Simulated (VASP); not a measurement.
Input of a VASP 6.6.1 run:

The input INCAR:

```
PREC     = Accurate       # precision mode
ENCUT    = 520            # plane-wave cutoff, eV
EDIFF    = 1E-6           # SCF threshold, eV
ISMEAR   = 0              # smearing method
SIGMA    = 0.05           # smearing width, eV
LREAL    = F              # projectors in reciprocal space
LASPH    = T              # aspherical terms in the spheres
NELM     = 80             # most SCF steps
ALGO     = Normal         # electronic algorithm
ISIF     = 2              # what is computed and relaxed
LWAVE    = F              # write WAVECAR
LCHARG   = F              # write CHGCAR
NBANDS   = 15             # bands
```

The input KPOINTS:

```
regular mesh
0
Gamma
  8 8 8
```

POSCAR

```
CaSe
1.0
    0.0000000000      3.3000000000      3.3000000000
    3.3000000000      0.0000000000      3.3000000000
    3.3000000000      3.3000000000      0.0000000000
Ca Se
1 1
Direct
    0.0000000000      0.0000000000      0.0000000000
    0.7500000000      0.7500000000      0.7500000000
```

Potentials or basis: VASP PAW LDA potentials, release 64 (Ca_sv, Se).

Run with:

```sh
$ cat potpaw_LDA.64/Ca_sv/POTCAR potpaw_LDA.64/Se/POTCAR > POTCAR
$ mpirun -np 1 vasp_std > vasp.out
```

(1) What does it give for the band gap on the k mesh?

(2) Estimate the pressure.

Answers

(1) 2.89 eV (least direct gap 2.99 eV).

(2) -2.6 GPa.
